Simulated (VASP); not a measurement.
Al2P3: relaxation of cell and atoms with PBE

Al2P3:

```
CELL_PARAMETERS angstrom
4.63675 0.00000 0.00000
0.00000 3.93037 2.68320
0.00000 -3.93037 2.68320
ATOMIC_POSITIONS crystal
Al 0.50000 0.17276 0.94647
Al 0.50000 0.94647 0.17276
P 0.50000 0.68946 0.46351
P 0.50000 0.46351 0.68946
P 0.00000 0.59431 0.59431
```

```
Program                : VASP 6.6.1
Task                   : relaxation of cell and atoms
Functional             : PBE
Potentials or basis    : VASP PAW PBE potentials, release 64 (Al, P)
Cutoff                 : 600 eV
k mesh                 : 4 × 4 × 4
Occupations            : gaussian, width 0.1 eV
Spin                   : no spin polarisation
Dipole correction      : no
Further INCAR settings : ALGO = Normal; EDIFF = 1e-06; IBRION = 2; EDIFFG = -0.04; NSW = 90; ISIF = 3
```

```
Relaxed volume                         : 18.54 Å³/atom
Relaxed cell                           : a = 3.550 Å, b = 5.818 Å, c = 5.818 Å, α = 129.53°, β = 90.00°, γ = 90.00°
Space group after relaxing (to 0.05 Å) : Amm2 (No. 38)
Energy gained by relaxing              : 1757.3 meV/atom
Ionic steps                            : 88
Pressure after relaxing                : 0.0 GPa
Largest force after relaxing           : 0.024 eV/Å
```

Forces on the atoms (eV/Å):
```
Al   0.000 -0.024  0.003
Al   0.000  0.024  0.003
P    0.000  0.009 -0.013
P    0.000 -0.009 -0.013
P    0.000  0.000  0.020
```

Stress tensor (GPa, compression positive):
```
-0.06  0.00  0.00
 0.00 -0.10  0.00
 0.00  0.00  0.02
```

The path:
```csv
step,energy change (eV),largest force (eV/Å),pressure (GPa),volume (Å³)
1,0.0000,14.6646,32.98,97.80
4,-3.8812,2.1355,-4.06,187.85
7,-4.2199,2.4579,-3.69,179.12
10,-5.9293,5.2164,8.45,114.87
13,-6.4732,3.6590,13.23,100.65
16,-7.6662,0.7244,-5.25,119.73
19,-7.8149,0.4107,-2.30,113.64
22,-8.1377,0.4729,-1.28,106.05
25,-8.2107,0.7026,0.46,101.75
28,-8.3356,0.7244,0.09,100.55
31,-8.4994,0.6810,1.33,97.22
34,-8.5918,0.5052,0.70,96.58
37,-8.6225,0.0790,-0.48,97.62
40,-8.6255,0.1143,0.32,96.49
43,-8.6435,0.1828,0.82,95.41
46,-8.6483,0.2469,0.92,94.95
49,-8.6545,0.2552,0.01,95.68
52,-8.6661,0.1053,-0.48,96.05
55,-8.6682,0.0705,0.15,95.19
58,-8.6707,0.0590,-0.03,95.21
61,-8.6833,0.3319,-0.09,94.95
64,-8.6846,0.3484,-0.11,94.91
67,-8.6859,0.3529,-0.13,94.86
70,-8.7034,0.3254,-0.36,94.64
73,-8.7325,0.2834,0.33,92.81
76,-8.7441,0.3084,1.08,91.59
79,-8.7665,0.1757,0.72,91.89
82,-8.7784,0.1349,-0.35,93.19
85,-8.7842,0.0780,0.06,92.51
88,-8.7867,0.0239,-0.05,92.69
```

Final structure:
```
Al P
1.0
     3.55026    0.00000    0.00000
     0.00000    5.26249    2.48044
     0.00000   -5.26249    2.48044
Al P
2 3
Direct
  0.50000 0.17891 0.91422
  0.50000 0.91422 0.17891
  0.50000 0.67196 0.39317
  0.50000 0.39317 0.67196
  0.00000 0.70824 0.70824
```

Levels at points of the mesh, in eV from the Fermi level:
```tsv
k point	band 7	band 8	band 9	band 10	band 11	band 12	band 13	band 14
(0.00, 0.00, 0.00)	-4.38	-4.10	-1.73	-0.16	0.85	1.87	1.98	2.07
(0.50, 0.00, 0.00)	-4.15	-3.76	-3.08	-3.00	-2.78	0.08	1.71	1.94
(0.00, 0.50, 0.00)	-3.86	-1.34	-1.21	-0.61	0.53	1.39	1.60	2.25
(0.50, 0.50, 0.00)	-4.86	-3.03	-2.20	-2.10	0.48	0.71	1.49	2.57
(0.00, 0.50, 0.50)	-3.87	-2.90	-2.67	-1.22	-0.75	0.79	1.25	2.59
(0.50, 0.50, 0.50)	-3.93	-2.80	-2.11	-2.06	-0.40	0.42	0.68	1.47
```

Wall time 11 min on 1 thread of Intel(R) Xeon(R) 6975P-C (Granite Rapids) (shared host), peak memory 0.25 GiB.
